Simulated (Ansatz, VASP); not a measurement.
# NaI in VASP and in Ansatz

```
CELL_PARAMETERS angstrom
0.00000 2.83666 2.83666
2.83666 0.00000 2.83666
2.83666 2.83666 0.00000
ATOMIC_POSITIONS crystal
Na 0.00000 0.00000 0.00000
I 0.50000 0.50000 0.50000
```

Alike in both runs: task single point; functional PBE; k mesh 4 × 4 × 4; no spin polarisation.

|  | VASP | Ansatz |
| --- | --- | --- |
| version | VASP 6.6.1 | Ansatz 0.2.0-dev |
| potentials or method | VASP PAW PBE potentials, release 64 (Na_pv, I), cutoff 500 eV | hard PAW set made for 700 eV |
| occupations | gaussian, width 0.01 eV | fixed |

Ansatz gave:

* gap on the k mesh at the Fermi level (eV): 4.44

Estimate VASP's values.

gap on the k mesh at the Fermi level (eV): 4.42.

The k mesh is coarse, so the values compare programs but aren't converged. Spin-orbit coupling is off throughout.
